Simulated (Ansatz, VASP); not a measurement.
BiTe4: VASP beside Ansatz

```
Bi Te
1.0
     6.46733    0.00000    0.00000
    -3.23367    5.60087    0.00000
     0.00000    0.00000    5.93416
Bi Te
1 4
Direct
  0.00000 0.00000 0.50000
  0.50000 0.00000 0.00000
  0.00000 0.50000 0.00000
  0.50000 0.50000 0.00000
  0.00000 0.00000 0.00000
```

Alike in both runs: functional PBE; k mesh 6 × 6 × 4; occupations gaussian, width 0.1 eV; no spin polarisation.

Ansatz relaxed the structure, and its values are those at the end. VASP's run is a single point on that final structure, the one shown.

|  | VASP | Ansatz |
| --- | --- | --- |
| version | VASP 6.6.1 | Ansatz 0.2.0 |
| potentials or method | VASP PAW PBE potentials, release 64 (Bi_d, Te), cutoff 520 eV | scalar-relativistic, plane waves, PAW |
| valence electrons in the cell | 39 | 79 |

Ansatz gave:

```
gap on the k mesh at the Fermi level (eV) : none
pressure (GPa)                            : 0.3
```

What did VASP give for the same quantities?

gap on the k mesh at the Fermi level (eV): none; pressure (GPa): 0.2.

A gap of «none» marks a metal or a gap that the smearing closes. VASP's potentials hold 39 valence electrons a cell and Ansatz's 79, so a difference there can come from the potentials and not from the codes.

Spin-orbit coupling is off throughout.
